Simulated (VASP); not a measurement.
# InSb3 in VASP: further runs, part 2 of 2

VASP 6.6.1.

## 3. Single point, PBEsol

This run uses another cell than the first one, of 27.76 Å³/atom, 0.943 times its volume.

The input, INCAR:

```
ALGO = Normal
EDIFF = 1E-7
ENCUT = 520
GGA = PS
ISIF = 2
ISMEAR = -1
LASPH = T
LCHARG = F
LREAL = F
LWAVE = F
NBANDS = 22
NELM = 60
PREC = Accurate
SIGMA = 0.05
```

The input, KPOINTS:

```
k-points
0
Gamma
  5 5 5
```

The input, POSCAR:

```
InSb3
1.0
    4.8063670000      0.0000000000      0.0000000000
    0.0000000000      4.8063670000      0.0000000000
    0.0000000000      0.0000000000      4.8063670000
Sb In
3 1
Direct
    0.5000000000      0.5000000000      0.0000000000
    0.0000000000      0.5000000000      0.5000000000
    0.5000000000      0.0000000000      0.5000000000
    0.0000000000      0.0000000000      0.0000000000
```

Potentials or basis: VASP PAW PBE potentials, release 64 (Sb, In_d).

Launch:

```sh
cat potpaw_PBE.64/Sb/POTCAR potpaw_PBE.64/In_d/POTCAR > POTCAR
mpirun -np 1 vasp_std > vasp.out
```

OUTCAR:

```text
EDIFF = 1E-7
   ENCUT = 520
   GGA = PS
   ISIF = 2
   ISMEAR = -1
   LASPH = T
   LREAL = F
   NELM = 60
   PREC = Accurate

 ion  position               nearest neighbor table
   1  0.500  0.500  0.000-   2 3.40   3 3.40   4 3.40   2 3.40   3 3.40   3 3.40   4 3.40   3 3.40
                             2 3.40   4 3.40   2 3.40   4 3.40
   2  0.000  0.500  0.500-   1 3.40   3 3.40   4 3.40   1 3.40   4 3.40   3 3.40   4 3.40   4 3.40
                             1 3.40   3 3.40   1 3.40   3 3.40
   3  0.500  0.000  0.500-   1 3.40   2 3.40   4 3.40   1 3.40   4 3.40   1 3.40   2 3.40   1 3.40
                             2 3.40   4 3.40   4 3.40   2 3.40
   4  0.000  0.000  0.000-   1 3.40   2 3.40   3 3.40   2 3.40   3 3.40   1 3.40   2 3.40   2 3.40
                             1 3.40   3 3.40   3 3.40   1 3.40

  LATTYP: Found a simple cubic cell.
 ALAT       =     4.8063670000

  Lattice vectors:

 A1 = (   4.8063670000,   0.0000000000,   0.0000000000)
 A2 = (   0.0000000000,   4.8063670000,   0.0000000000)
 A3 = (   0.0000000000,   0.0000000000,   4.8063670000)

Analysis of symmetry for initial positions (statically):
=====================================================================
 Subroutine PRICEL returns:
 Original cell was already a primitive cell.

 Routine SETGRP: Setting up the symmetry group for a
 simple cubic supercell.

 Subroutine GETGRP returns: Found 48 space group operations
 (whereof 48 operations were pure point group operations)
 out of a pool of 48 trial point group operations.

The static configuration has the point symmetry O_h .

Analysis of symmetry for dynamics (positions and initial velocities):
=====================================================================
 Subroutine PRICEL returns:
 Original cell was already a primitive cell.

 Routine SETGRP: Setting up the symmetry group for a
 simple cubic supercell.

 Subroutine GETGRP returns: Found 48 space group operations
 (whereof 48 operations were pure point group operations)
 out of a pool of 48 trial point group operations.

The dynamic configuration has the point symmetry O_h .

 Subroutine INISYM returns: Found 48 space group operations
 (whereof 48 operations are pure point group operations),
 and found     1 'primitive' translations

----------------------------------------------------------------------------------------

                                     Primitive cell

  volume of cell :     111.0327

  direct lattice vectors                    reciprocal lattice vectors
     4.806367000  0.000000000  0.000000000     0.208057354  0.000000000  0.000000000
     0.000000000  4.806367000  0.000000000     0.000000000  0.208057354  0.000000000
     0.000000000  0.000000000  4.806367000     0.000000000  0.000000000  0.208057354

  length of vectors
     4.806367000  4.806367000  4.806367000     0.208057354  0.208057354  0.208057354

  position of ions in fractional coordinates (direct lattice)
     0.500000000  0.500000000  0.000000000
     0.000000000  0.500000000  0.500000000
     0.500000000  0.000000000  0.500000000
     0.000000000  0.000000000  0.000000000

  ion indices of the primitive-cell ions
[... 28 lines left out ...]
 ===========================================

 Found     10 irreducible k-points:

 Following reciprocal coordinates:
            Coordinates               Weight
  0.000000  0.000000  0.000000      1.000000
  0.200000  0.000000  0.000000      6.000000
  0.400000  0.000000  0.000000      6.000000
  0.200000  0.200000  0.000000     12.000000
  0.400000  0.200000  0.000000     24.000000
  0.400000  0.400000  0.000000     12.000000
  0.200000  0.200000  0.200000      8.000000
  0.400000  0.200000  0.200000     24.000000
  0.400000  0.400000  0.200000     24.000000
  0.400000  0.400000  0.400000      8.000000
   k-points           NKPTS =     10   k-points in BZ     NKDIM =     10   number of bands    NBANDS=     22
   number of dos      NEDOS =    301   number of ions     NIONS =      4
   total plane-waves  NPLWV =  46656
   dimension x,y,z NGX =    36 NGY =   36 NGZ =   36
   dimension x,y,z NGXF=    72 NGYF=   72 NGZF=   72
   ions per type =               3   1
   NGX,Y,Z   is equivalent  to a cutoff of  12.45, 12.45, 12.45 a.u.
   NGXF,Y,Z  is equivalent  to a cutoff of  24.90, 24.90, 24.90 a.u.
 SYSTEM =  unknown system
   PREC   = accura    normal or accurate (medium, high low for compatibility)
   ISTART =      0    job   : 0-new  1-cont  2-samecut
   ICHARG =      2    charge: 1-file 2-atom 10-const
   ISPIN  =      1    spin polarized calculation?
   LNONCOLLINEAR =      F non collinear calculations
   LSORBIT =      F    spin-orbit coupling
   LASPH  =      T    aspherical Exc in radial PAW
   ENCUT  =  520.0 eV  38.22 Ry    6.18 a.u.   8.94  8.94  8.94*2*pi/ulx,y,z
   NELM   =     60;   NELMIN=  2; NELMDL= -5     # of ELM steps
   EDIFF  = 0.1E-06   stopping-criterion for ELM
   LREAL  =      F    real-space projection
   EDIFFG = 0.1E-05   stopping-criterion for IOM
   NSW    =      0    number of steps for IOM
   IBRION =     -1    ionic relax: 0-MD 1-quasi-New 2-CG
   NFREE  =      0    steps in history (QN), initial steepest desc. (CG)
   ISIF   =      2    stress and relaxation
   ISYM   =      2    0-nonsym 1-usesym 2-fastsym
   POTIM  = 0.5000    time-step for ionic-motion
   TEBEG  =    0.0;   TEEND  =   0.0 temperature during run
   PSTRESS=    0.0 pullay stress
   NELECT =      28.0000    total number of electrons
   NUPDOWN=      -1.0000    fix difference up-down
   EMIN   =  10.00;   EMAX   =-10.00  energy-range for DOS
   EFERMI =   0.00;   METHOD = LEGACY
   ISMEAR =    -1;   SIGMA  =   0.05  broadening in eV -4-tet -1-fermi 0-gaus
   EFERMI_NEDOS =   21; number of points for ismear=-14 and -15
   IALGO  =     38    algorithm
   IMIX   =      4    mixing-type and parameters
     AMIX     =   0.40;   BMIX     =  1.00
     AMIX_MAG =   1.60;   BMIX_MAG =  1.00
  volume/ion in A,a.u.               =      27.76       187.32
  Fermi-wavevector in a.u.,A,eV,Ry     =   1.034294  1.954532 14.555018  1.069764
  Thomas-Fermi vector in A             =   2.168582
   LORBIT       =      0    0 simple, 1 ext, 2 COOP (PROOUT), +10 PAW based schemes
   GGA     = PS    functional components
   LHFCALC =     F    Hartree Fock is set to
   AEXX    =    0.0000 exact exchange contribution
   IVDW    =     0    specifies the selected vdW correction
   LEPSILON=     F    determine dielectric tensor
   LRPA    =     F    only Hartree local field effects (RPA)
 non-spin polarized calculation
  energy-cutoff  :      520.00
  volume of cell :      111.03
 maximum number of plane-waves:      3005
 NGX is ok and might be reduce to    36
   NGX = 17   NGY = 17   NGZ = 17

 number of electron      28.0000010 magnetization

 Free energy of the ion-electron system (eV)
  ---------------------------------------------------
  ext. energy  EPLUGINS =         0.00000000
  ---------------------------------------------------
  free energy    TOTEN  =       -15.95768452 eV

  energy without entropy =      -15.93620012  energy(sigma->0) =      -15.94694232

 E-fermi :   7.6803     XC(G=0): -10.1769

 val. band max:        7.4851991066   @ k =   0.2000   0.0000   0.0000
 cond. band min:       7.7094297199   @ k =   0.4000   0.4000   0.2000
 fundamental gap:      0.2242306133
 Fermi energy:         7.6802897865

 k-point     1 :       0.0000    0.0000    0.0000
  band No.  band energies     occupation
      1      -6.8196      2.00000
      2      -6.8196      2.00000
      3      -6.8030      2.00000
      4      -6.8030      2.00000
      5      -6.8030      2.00000
      6      -4.4834      2.00000
[... 239 lines left out ...]
     21      13.6108      0.00000
     22      15.2970      0.00000

------------------------ aborting loop because EDIFF is reached ----------------------------------------

  FORCE on cell =-STRESS in cart. coord.  units (eV):
  Direction    XX          YY          ZZ          XY          YZ          ZX
  --------------------------------------------------------------------------------------
  -------------------------------------------------------------------------------------
  Total       -1.7523076     -1.7523076     -1.7523076     -0.0000000      0.0000000      0.0000000
  in kB      -25.2854185    -25.2854185    -25.2854185     -0.0000000      0.0000000      0.0000000
  external PRESSURE =     -25.2854185 kB  Pullay stress =       0.0000000 kB

 VOLUME and BASIS-vectors are now :
 -----------------------------------------------------------------------------
  energy-cutoff  :      520.00
  volume of cell :      111.03
      direct lattice vectors                 reciprocal lattice vectors
     4.806367000  0.000000000  0.000000000     0.208057354  0.000000000  0.000000000
     0.000000000  4.806367000  0.000000000     0.000000000  0.208057354  0.000000000
     0.000000000  0.000000000  4.806367000     0.000000000  0.000000000  0.208057354

 POSITION                                       TOTAL-FORCE (eV/Angst)
 -----------------------------------------------------------------------------------
      2.40318      2.40318      0.00000         0.000000      0.000000      0.000000
      0.00000      2.40318      2.40318         0.000000      0.000000      0.000000
      2.40318      0.00000      2.40318         0.000000      0.000000      0.000000
      0.00000      0.00000      0.00000         0.000000      0.000000      0.000000
 -----------------------------------------------------------------------------------
    total drift:                               -0.000000     -0.000000     -0.000000

  FREE ENERGIE OF THE ION-ELECTRON SYSTEM (eV)
  ---------------------------------------------------
  free  energy   TOTEN  =       -15.9576845169 eV

  energy  without entropy=      -15.9362001243  energy(sigma->0) =      -15.94694232
```

OSZICAR:

```text
N       E                     dE             d eps       ncg     rms          rms(c)
DAV:   1     0.189686442948E+03    0.18969E+03   -0.11198E+04   440   0.118E+03
DAV:   2    -0.198101898052E+00   -0.18988E+03   -0.18445E+03   496   0.291E+02
DAV:   3    -0.154696331826E+02   -0.15272E+02   -0.14892E+02   568   0.851E+01
DAV:   4    -0.159899983505E+02   -0.52037E+00   -0.51942E+00   510   0.166E+01
DAV:   5    -0.160144554900E+02   -0.24457E-01   -0.24455E-01   658   0.349E+00    0.328E+00
DAV:   6    -0.159707461288E+02    0.43709E-01   -0.75916E-02   542   0.359E+00    0.184E+00
DAV:   7    -0.159583870674E+02    0.12359E-01   -0.29828E-02   576   0.168E+00    0.246E-01
DAV:   8    -0.159577035174E+02    0.68355E-03   -0.26139E-03   530   0.606E-01    0.682E-02
DAV:   9    -0.159576854433E+02    0.18074E-04   -0.16955E-04   508   0.102E-01    0.283E-02
DAV:  10    -0.159576852093E+02    0.23400E-06   -0.11508E-05   622   0.226E-02    0.923E-03
DAV:  11    -0.159576845670E+02    0.64230E-06   -0.12163E-06   592   0.894E-03    0.959E-04
DAV:  12    -0.159576845169E+02    0.50021E-07   -0.40013E-08   340   0.137E-03
   1 F= -.15957685E+02 E0= -.15946942E+02  d E =-.214844E-01
```

It took 11 s on 1 thread of AMD EPYC 9R45 (Zen 5), shared host; peak memory 0.18 GiB.

What came out:

| Quantity | Value |
| --- | --- |
| Free energy | -15.9577 eV |
| Pressure | -2.5 GPa |
| Band gap on the k mesh | zero (band 14 reaches 10.08 eV, above the bottom of band 15 at 6.95 eV) |

Levels at points of the mesh, in eV from the Fermi level:
| k point | band 12 | band 13 | band 14 | band 15 | band 16 | band 17 |
| --- | --- | --- | --- | --- | --- | --- |
| (0.00, 0.00, 0.00) | -3.64 | 0.46 | 0.46 | 0.46 | 1.72 | 1.72 |

Caveat: the PAW data sets were made with another functional, which shifts forces and pressure a little; spin-orbit coupling is left out, which moves the levels of the heavy elements.

## 4. Single point, PBEsol

This run uses another cell than the first one, of 27.76 Å³/atom, 0.943 times its volume.

The input, INCAR:

```
SYSTEM = InSb3
PREC = Accurate
ENCUT = 520
EDIFF = 1E-6
ISMEAR = -1
SIGMA = 0.05
LREAL = .False.
LASPH = .True.
NELM = 100
ALGO = Normal
ISIF = 2
LWAVE = .False.
LCHARG = .True.
GGA = PS
LELF = .True.
LVHAR = .True.
NBANDS = 22
```

The input, KPOINTS:

```
Automatic mesh
0
Gamma
  5 5 5
  0 0 0
```

POSCAR: that of step 3 with these lines changed.

```diff
@@ -2,4 +2,4 @@
 1.0
-    4.8063670000      0.0000000000      0.0000000000
-    0.0000000000      4.8063670000      0.0000000000
+    4.8063670000     -0.0480636700      0.0000000000
+   -0.0480636700      4.8063670000      0.0000000000
     0.0000000000      0.0000000000      4.8063670000
```

Potentials or basis: VASP PAW PBE potentials, release 64 (Sb, In_d).

Launch:

```sh
cat potpaw_PBE.64/Sb/POTCAR potpaw_PBE.64/In_d/POTCAR > POTCAR
mpirun -np 1 vasp_std > vasp.out
```

OUTCAR:

```text
SYSTEM = InSb3
   PREC = Accurate
   ENCUT = 520
   EDIFF = 1E-6
   ISMEAR = -1
   LREAL = .False.
   LASPH = .True.
   NELM = 100
   ISIF = 2
   GGA = PS

 ion  position               nearest neighbor table
   1  0.500  0.500  0.000-   4 3.36   4 3.36   2 3.40   2 3.40   3 3.40   3 3.40   3 3.40   2 3.40
                             2 3.40   3 3.40   4 3.43   4 3.43
   2  0.000  0.500  0.500-   3 3.36   3 3.36   4 3.40   1 3.40   4 3.40   4 3.40   4 3.40   1 3.40
                             1 3.40   1 3.40   3 3.43   3 3.43
[... 805 lines left out ...]
  Direction    XX          YY          ZZ          XY          YZ          ZX
  --------------------------------------------------------------------------------------
  -------------------------------------------------------------------------------------
  Total       -1.7355905     -1.7355905     -1.7670954     -0.0789508      0.0000000      0.0000000
  in kB      -25.0466989    -25.0466989    -25.5013536     -1.1393562      0.0000000      0.0000000
  external PRESSURE =     -25.1982505 kB  Pullay stress =       0.0000000 kB

 VOLUME and BASIS-vectors are now :
 -----------------------------------------------------------------------------
  energy-cutoff  :      520.00
  volume of cell :      111.02
      direct lattice vectors                 reciprocal lattice vectors
     4.806367000 -0.048063670  0.000000000     0.208078162  0.002080782  0.000000000
    -0.048063670  4.806367000  0.000000000     0.002080782  0.208078162  0.000000000
     0.000000000  0.000000000  4.806367000     0.000000000  0.000000000  0.208057354

 POSITION                                       TOTAL-FORCE (eV/Angst)
 -----------------------------------------------------------------------------------
      2.37915      2.37915      0.00000        -0.000000      0.000000      0.000000
     -0.02403      2.40318      2.40318        -0.000000      0.000000      0.000000
      2.40318     -0.02403      2.40318        -0.000000      0.000000      0.000000
      0.00000      0.00000      0.00000         0.000000      0.000000      0.000000
 -----------------------------------------------------------------------------------
    total drift:                               -0.000000     -0.000000     -0.000000

  FREE ENERGIE OF THE ION-ELECTRON SYSTEM (eV)
  ---------------------------------------------------
  free  energy   TOTEN  =       -15.9587085381 eV

  energy  without entropy=      -15.9370842195  energy(sigma->0) =      -15.94789638
```

OSZICAR:

```text
N       E                     dE             d eps       ncg     rms          rms(c)
DAV:   1     0.185846726194E+03    0.18585E+03   -0.10900E+04  1188   0.117E+03
DAV:   2     0.916271280362E-01   -0.18576E+03   -0.17922E+03  1304   0.291E+02
DAV:   3    -0.154809608554E+02   -0.15573E+02   -0.15059E+02  1518   0.866E+01
DAV:   4    -0.159910793574E+02   -0.51012E+00   -0.50893E+00  1348   0.161E+01
DAV:   5    -0.160153033542E+02   -0.24224E-01   -0.24221E-01  1780   0.369E+00    0.331E+00
DAV:   6    -0.159717743671E+02    0.43529E-01   -0.74451E-02  1412   0.356E+00    0.185E+00
DAV:   7    -0.159594104778E+02    0.12364E-01   -0.29993E-02  1528   0.169E+00    0.246E-01
DAV:   8    -0.159587274831E+02    0.68299E-03   -0.26499E-03  1422   0.614E-01    0.758E-02
DAV:   9    -0.159587097471E+02    0.17736E-04   -0.16719E-04  1394   0.102E-01    0.251E-02
DAV:  10    -0.159587093191E+02    0.42798E-06   -0.10567E-05  1658   0.227E-02    0.788E-03
DAV:  11    -0.159587085381E+02    0.78104E-06   -0.84281E-07   906   0.798E-03
   1 F= -.15958709E+02 E0= -.15947896E+02  d E =-.216243E-01
```

stdout:

```text
POSCAR found type information on POSCAR SbIn
 POSCAR found :  2 types and       4 ions
 scaLAPACK will be used
 -----------------------------------------------------------------------------
|                                                                             |
|                                                                             |
|     You enforced a specific xc type in the INCAR file but a different       |
|     I HOPE YOU KNOW WHAT YOU ARE DOING!                                     |
|                                                                             |
 -----------------------------------------------------------------------------

 LDA part: xc-table for (Slater+PW92), standard interpolation
 POSCAR, INCAR and KPOINTS ok, starting setup
 FFT: planning ... GRIDC
 FFT: planning ... GRID_SOFT
 FFT: planning ... GRID
 WAVECAR not read
 entering main loop
```

Wall time 24 s (1 thread of AMD EPYC 9R45 (Zen 5), shared host); peak memory 0.2 GiB.

What came out:

```
Free energy            : -15.9587 eV
Pressure               : -2.5 GPa
Band gap on the k mesh : zero (band 14 reaches 10.08 eV, above the bottom of band 15 at 6.95 eV)
```

Caveat: the PAW data sets were made with another functional, which shifts forces and pressure a little; spin-orbit coupling is left out, which moves the levels of the heavy elements.

## 5. The runs side by side

```csv
cell,k mesh,gap on the mesh (eV),pressure (GPa)
"a = 4.901 Å, 4 atoms",6 × 6 × 6,none,-5.0
"a = 4.806 Å, 4 atoms",5 × 5 × 5,none,-2.5
"a = 4.807 Å, angles 90.0, 90.0, 91.1°, 4 atoms",5 × 5 × 5,none,-2.5
```

Alike in all rows: task single point; level PBEsol; potentials or basis VASP PAW PBE potentials, release 64 (Sb, In_d); no spin polarisation; cutoff (eV) 520; smearing fermi-dirac 0.05 eV.

Caveats: the PAW data sets were made with another functional, which shifts forces and pressure a little; spin-orbit coupling is left out, which moves the levels of the heavy elements.

Total energies depend on the potentials used, so only differences within one code and one set of settings carry meaning.
